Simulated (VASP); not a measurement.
# Tl (P6_3/mmc) in VASP: relaxation of shape and atoms at fixed volume with PBE+D3(BJ)

Aim: the relaxation of shape and atoms at fixed volume of Tl with PBE+D3(BJ).

Program: VASP 6.6.1. These are calculated values, not measurements. Logs are shortened: lines on timing, memory, paths and dates and some standing lists are left out, and cuts for length are marked.

## Step 1: The cell of the first run

It takes space group P6_3/mmc (No. 194, hexagonal). The conventional cell has a = 3.524 Å, b = 3.524 Å, c = 11.573 Å, α = 90.00°, β = 90.00°, γ = 120.00°. Tl (site symmetry -3m) has 12 Tl at 3.52 to 3.54 Å within 4.6 Å. Within 4.6 Å of Tl (site symmetry -6m2) lie 12 Tl at 3.52 to 3.54 Å.

## Step 2: Relaxation of shape and atoms at fixed volume, PBE+D3(BJ) (31.12 Å³/atom)

The input, INCAR:

```
  PREC = Accurate
  ENCUT = 600
  EDIFF = 1E-6
  ISMEAR = 0
  SIGMA = 0.1
  LREAL = False
  LASPH = True
  NELM = 100
  ALGO = Fast
  ISIF = 4
  LWAVE = False
  LCHARG = False
  GGA = PE
  IVDW = 12
  IBRION = 2
  NSW = 50
  EDIFFG = -0.01
```

The input, KPOINTS:

```
Automatic mesh
0
Gamma
  15 15 4
```

The input, POSCAR:

```
Tl
1.0
    3.5240946658      0.0000000000      0.0000000000
   -1.7620473329      3.0519555059      0.0000000000
    0.0000000000      0.0000000000     11.5725876112
Tl
4
Direct
    0.0000000000      0.0000000000      0.0000000000
    0.3333333333      0.6666666667      0.2500000000
    0.0000000000      0.0000000000      0.5000000000
    0.6666666667      0.3333333333      0.7500000000
```

Potentials or basis: VASP PAW PBE potentials, release 64 (Tl_d).

Run with:

```console
cat potpaw_PBE.64/Tl_d/POTCAR > POTCAR
mpirun -np 1 vasp_std > vasp.out
```

OUTCAR:

```text
PREC = Accurate
   ENCUT = 600
   EDIFF = 1E-6
   ISMEAR = 0
   LREAL = False
   LASPH = True
   NELM = 100
   ISIF = 4
   GGA = PE
   IVDW = 12
   IBRION = 2
   NSW = 50
   EDIFFG = -0.01
 IVDW          = 12

 ion  position               nearest neighbor table
   1  0.000  0.000  0.000-   2 3.54   4 3.54   2 3.54   4 3.54   4 3.54   2 3.54
   2  0.333  0.667  0.250-   1 3.54   3 3.54   1 3.54   3 3.54   1 3.54   3 3.54
   3  0.000  0.000  0.500-   2 3.54   4 3.54   2 3.54   4 3.54   4 3.54   2 3.54
   4  0.667  0.333  0.750-   1 3.54   3 3.54   1 3.54   3 3.54   1 3.54   3 3.54

  LATTYP: Found a hexagonal cell.
 ALAT       =     3.5240946658
 C/A-ratio  =     3.2838469759

  Lattice vectors:

 A1 = (   3.5240946658,   0.0000000000,   0.0000000000)
 A2 = (  -1.7620473329,   3.0519555059,   0.0000000000)
 A3 = (   0.0000000000,   0.0000000000,  11.5725876112)

Analysis of symmetry for initial positions (statically):
=====================================================================
 Subroutine PRICEL returns:
 Original cell was already a primitive cell.

 Routine SETGRP: Setting up the symmetry group for a
 hexagonal supercell.

 Subroutine GETGRP returns: Found 24 space group operations
 (whereof 12 operations were pure point group operations)
 out of a pool of 24 trial point group operations.

The static configuration has the point symmetry D_3d.
 The point group associated with its full space group is D_6h.

Analysis of symmetry for dynamics (positions and initial velocities):
=====================================================================
 Subroutine PRICEL returns:
 Original cell was already a primitive cell.

 Routine SETGRP: Setting up the symmetry group for a
 hexagonal supercell.

 Subroutine GETGRP returns: Found 24 space group operations
 (whereof 12 operations were pure point group operations)
 out of a pool of 24 trial point group operations.

The dynamic configuration has the point symmetry D_3d.
 The point group associated with its full space group is D_6h.

 Subroutine INISYM returns: Found 24 space group operations
 (whereof 12 operations are pure point group operations),
 and found     1 'primitive' translations

----------------------------------------------------------------------------------------

                                     Primitive cell

  volume of cell :     124.4676

  direct lattice vectors                    reciprocal lattice vectors
     3.524094666  0.000000000  0.000000000     0.283760822  0.163829387  0.000000000
    -1.762047333  3.051955506  0.000000000     0.000000000  0.327658774  0.000000000
     0.000000000  0.000000000 11.572587611     0.000000000  0.000000000  0.086411098

  length of vectors
     3.524094666  3.524094666 11.572587611     0.327658774  0.327658774  0.086411098

  position of ions in fractional coordinates (direct lattice)
     0.000000000  0.000000000  0.000000000
     0.333333333  0.666666667  0.250000000
     0.000000000  0.000000000  0.500000000
     0.666666667  0.333333333  0.750000000

  ion indices of the primitive-cell ions
   primitive index   ion index
                 1           1
                 2           2
                 3           3
                 4           4

----------------------------------------------------------------------------------------

 KPOINTS: Automatic mesh

Automatic generation of k-mesh.
 Grid dimensions read from file:
 generate k-points for:   15   15    4

 Generating k-lattice:

  Cartesian coordinates                     Fractional coordinates (reciprocal lattice)
     0.018917388  0.010921959  0.000000000     0.066666667 -0.000000000  0.000000000
     0.000000000  0.021843918  0.000000000     0.000000000  0.066666667  0.000000000
     0.000000000  0.000000000  0.021602774     0.000000000  0.000000000  0.250000000

  Length of vectors
     0.021843918  0.021843918  0.021602774

  Shift w.r.t. Gamma in fractional coordinates (k-lattice)
     0.000000000  0.000000000  0.000000000

 Subroutine IBZKPT returns following result:
 ===========================================

 Found     81 irreducible k-points:

 Following reciprocal coordinates:
            Coordinates               Weight
  0.000000  0.000000  0.000000      1.000000
  0.066667 -0.000000  0.000000      6.000000
  0.133333  0.000000  0.000000      6.000000
  0.200000  0.000000  0.000000      6.000000
  0.266667  0.000000  0.000000      6.000000
  0.333333 -0.000000  0.000000      6.000000
[... 16 lines left out ...]
  0.333333  0.200000  0.000000     12.000000
  0.400000  0.200000  0.000000      6.000000
 [... further k-points ...]
   k-points           NKPTS =     81   k-points in BZ     NKDIM =     81   number of bands    NBANDS=     31
   number of dos      NEDOS =    301   number of ions     NIONS =      4
   total plane-waves  NPLWV =  75264
   dimension x,y,z NGX =    28 NGY =   28 NGZ =   96
   dimension x,y,z NGXF=    56 NGYF=   56 NGZF=  192
   ions per type =               4
   NGX,Y,Z   is equivalent  to a cutoff of  13.21, 13.21, 13.79 a.u.
   NGXF,Y,Z  is equivalent  to a cutoff of  26.42, 26.42, 27.58 a.u.
 SYSTEM =  unknown system
   PREC   = accura    normal or accurate (medium, high low for compatibility)
   ISTART =      0    job   : 0-new  1-cont  2-samecut
   ICHARG =      2    charge: 1-file 2-atom 10-const
   ISPIN  =      1    spin polarized calculation?
   LNONCOLLINEAR =      F non collinear calculations
   LSORBIT =      F    spin-orbit coupling
   LASPH  =      T    aspherical Exc in radial PAW
   ENCUT  =  600.0 eV  44.10 Ry    6.64 a.u.   7.04  7.04 23.11*2*pi/ulx,y,z
   NELM   =    100;   NELMIN=  2; NELMDL= -5     # of ELM steps
   EDIFF  = 0.1E-05   stopping-criterion for ELM
   LREAL  =      F    real-space projection
   EDIFFG = -.1E-01   stopping-criterion for IOM
   NSW    =     50    number of steps for IOM
   IBRION =      2    ionic relax: 0-MD 1-quasi-New 2-CG
   NFREE  =      1    steps in history (QN), initial steepest desc. (CG)
   ISIF   =      4    stress and relaxation
   ISYM   =      2    0-nonsym 1-usesym 2-fastsym
   POTIM  = 0.5000    time-step for ionic-motion
   TEBEG  =    0.0;   TEEND  =   0.0 temperature during run
   PSTRESS=    0.0 pullay stress
   NELECT =      52.0000    total number of electrons
   NUPDOWN=      -1.0000    fix difference up-down
   EMIN   =  10.00;   EMAX   =-10.00  energy-range for DOS
   EFERMI =   0.00;   METHOD = LEGACY
   ISMEAR =     0;   SIGMA  =   0.10  broadening in eV -4-tet -1-fermi 0-gaus
   EFERMI_NEDOS =   21; number of points for ismear=-14 and -15
   IALGO  =     68    algorithm
   IMIX   =      4    mixing-type and parameters
     AMIX     =   0.40;   BMIX     =  1.00
     AMIX_MAG =   1.60;   BMIX_MAG =  1.00
  volume/ion in A,a.u.               =      31.12       209.99
  Fermi-wavevector in a.u.,A,eV,Ry     =   1.223838  2.312718 20.378520  1.497779
  Thomas-Fermi vector in A             =   2.358934
   LORBIT       =      0    0 simple, 1 ext, 2 COOP (PROOUT), +10 PAW based schemes
   GGA     = PE    functional components
   LHFCALC =     F    Hartree Fock is set to
   AEXX    =    0.0000 exact exchange contribution
   IVDW    =    12    specifies the selected vdW correction
   LEPSILON=     F    determine dielectric tensor
   LRPA    =     F    only Hartree local field effects (RPA)
 conjugate gradient relaxation of ions
 non-spin polarized calculation
 RMM-DIIS sequential band-by-band and
 Gauss-broadening in eV      SIGMA  =   0.10
  energy-cutoff  :      600.00
  volume of cell :      124.47
 maximum number of plane-waves:      4175
   NGX = 15   NGY = 15   NGZ = 47

 number of electron      52.0000006 magnetization

 Free energy of the ion-electron system (eV)
  ---------------------------------------------------
  ext. energy  EPLUGINS =         0.00000000
  ---------------------------------------------------
  free energy    TOTEN  =        -8.84369594 eV

  energy without entropy =       -8.83516170  energy(sigma->0) =       -8.83942882

 E-fermi :   5.7149     XC(G=0):  -9.7760

 val. band max:        5.7000542019   @ k =   0.2000   0.0000   0.5000
 cond. band min:       5.7225851342   @ k =   0.2667   0.1333   0.0000
 fundamental gap:      0.0225309323
 Fermi energy:         5.7149222509

 k-point     1 :       0.0000    0.0000    0.0000
  band No.  band energies     occupation
      1      -5.9307      2.00000
      2      -5.8523      2.00000
      3      -5.8385      2.00000
      4      -5.7931      2.00000
      5      -5.7887      2.00000
      6      -5.7887      2.00000
[... 23 lines left out ...]
     30      14.3155      0.00000
     31      14.3168      0.00000

 k-point     2 :       0.0667   -0.0000    0.0000
  band No.  band energies     occupation
      1      -5.9169      2.00000
      2      -5.8436      2.00000
      3      -5.8369      2.00000
      4      -5.7921      2.00000
      5      -5.7886      2.00000
      6      -5.7791      2.00000
[... 23 lines left out ...]
     30      13.4274      0.00000
     31      13.4615      0.00000

 k-point     3 :       0.1333    0.0000    0.0000
  band No.  band energies     occupation
      1      -5.8950      2.00000
      2      -5.8421      2.00000
      3      -5.8384      2.00000
      4      -5.7889      2.00000
      5      -5.7856      2.00000
      6      -5.7747      2.00000
[... 23 lines left out ...]
     30      11.8444      0.00000
     31      12.3161      0.00000

 k-point     4 :       0.2000    0.0000    0.0000
  band No.  band energies     occupation
      1      -5.9144      2.00000
      2      -5.8595      2.00000
      3      -5.8567      2.00000
      4      -5.7882      2.00000
      5      -5.7858      2.00000
      6      -5.7404      2.00000
[... 23 lines left out ...]
     30      10.3750      0.00000
     31      11.5368      0.00000

 k-point     5 :       0.2667    0.0000    0.0000
  band No.  band energies     occupation
      1      -5.9572      2.00000
      2      -5.8896      2.00000
      3      -5.8849      2.00000
      4      -5.8300      2.00000
      5      -5.8189      2.00000
      6      -5.7516      2.00000
[... 23 lines left out ...]
     30       9.9156      0.00000
     31      10.5100      0.00000
[... 542 lines left out ...]
     30       8.4566      0.00000
     31       9.1314      0.00000

 k-point    22 :       0.2667    0.2000    0.0000
  band No.  band energies     occupation
      1      -5.9149      2.00000
      2      -5.9066      2.00000
      3      -5.8462      2.00000
      4      -5.8337      2.00000
      5      -5.7932      2.00000
      6      -5.7874      2.00000
[... 23 lines left out ...]
     30       7.7662      0.00000
     31       8.3504      0.00000

 k-point    23 :       0.3333    0.2000    0.0000
  band No.  band energies     occupation
      1      -5.9284      2.00000
      2      -5.9240      2.00000
      3      -5.8534      2.00000
      4      -5.8439      2.00000
      5      -5.8015      2.00000
      6      -5.7843      2.00000
[... 23 lines left out ...]
     30       7.4043      0.00000
     31       8.0043      0.00000

 k-point    24 :       0.4000    0.2000    0.0000
  band No.  band energies     occupation
      1      -5.9373      2.00000
      2      -5.9276      2.00000
      3      -5.8547      2.00000
      4      -5.8411      2.00000
      5      -5.8157      2.00000
      6      -5.7908      2.00000
[... 23 lines left out ...]
     30       7.2938      0.00000
     31       7.9013      0.00000

 [... further k-points ...]

------------------------ aborting loop because EDIFF is reached ----------------------------------------

 Edisp (eV)   -1.25631

 E8    (eV) :    -0.6566

  FORCE on cell =-STRESS in cart. coord.  units (eV):
  Direction    XX          YY          ZZ          XY          YZ          ZX
  --------------------------------------------------------------------------------------
  -------------------------------------------------------------------------------------
  Total      -1.28011    -1.28011    -1.29687     0.00000     0.00000    -0.00000
  in kB     -16.47794   -16.47794   -16.69362     0.00000     0.00000    -0.00000
  external pressure =      -16.55 kB  Pullay stress =        0.00 kB

 VOLUME and BASIS-vectors are now :
 -----------------------------------------------------------------------------
  energy-cutoff  :      600.00
  volume of cell :      124.47
      direct lattice vectors                 reciprocal lattice vectors
     3.524094666  0.000000000  0.000000000     0.283760822  0.163829387  0.000000000
    -1.762047333  3.051955506  0.000000000     0.000000000  0.327658774  0.000000000
     0.000000000  0.000000000 11.572587611     0.000000000  0.000000000  0.086411098

 POSITION                                       TOTAL-FORCE (eV/Angst)
 -----------------------------------------------------------------------------------
      0.00000      0.00000      0.00000         0.000000      0.000000      0.000000
     -0.00000      2.03464      2.89315         0.000000     -0.000000     -0.000000
      0.00000      0.00000      5.78629         0.000000      0.000000      0.000000
      1.76205      1.01732      8.67944        -0.000000      0.000000     -0.000000
 -----------------------------------------------------------------------------------
    total drift:                                0.000000     -0.000000      0.000000

  FREE ENERGIE OF THE ION-ELECTRON SYSTEM (eV)
  ---------------------------------------------------
  free  energy   TOTEN  =       -10.1000106714 eV

  energy  without entropy=      -10.0914764265  energy(sigma->0) =      -10.09574355

 reached required accuracy - stopping structural energy minimisation
```

Wall time 8.5 min (1 thread of Intel Xeon 8259CL, shared host); peak memory 0.45 GiB.

What came out:

```
Free energy                : -10.1000 eV
Pressure after relaxing    : -1.7 GPa
Band gap on the k mesh     : zero (bands 26 and 27 overlap by 3.84 eV)
Dispersion energy per atom : -0.314 eV
```

Final structure:
```cif
data_structure
_symmetry_space_group_name_H-M 'P 1'
_symmetry_Int_Tables_number 1
_cell_length_a 3.5241
_cell_length_b 3.5241
_cell_length_c 11.5726
_cell_angle_alpha 90.000
_cell_angle_beta 90.000
_cell_angle_gamma 120.000
_cell_volume 124.47
loop_
_atom_site_label
_atom_site_type_symbol
_atom_site_fract_x
_atom_site_fract_y
_atom_site_fract_z
_atom_site_occupancy
Tl1 Tl 0.00000 0.00000 0.00000 1
Tl2 Tl 0.33333 0.66667 0.25000 1
Tl3 Tl 0.00000 0.00000 0.50000 1
Tl4 Tl 0.66667 0.33333 0.75000 1
```

Caveat: spin-orbit coupling is left out, which moves the levels of the heavy elements.

The gap in the log of VASP goes by the Fermi energy; the results here count the filled bands.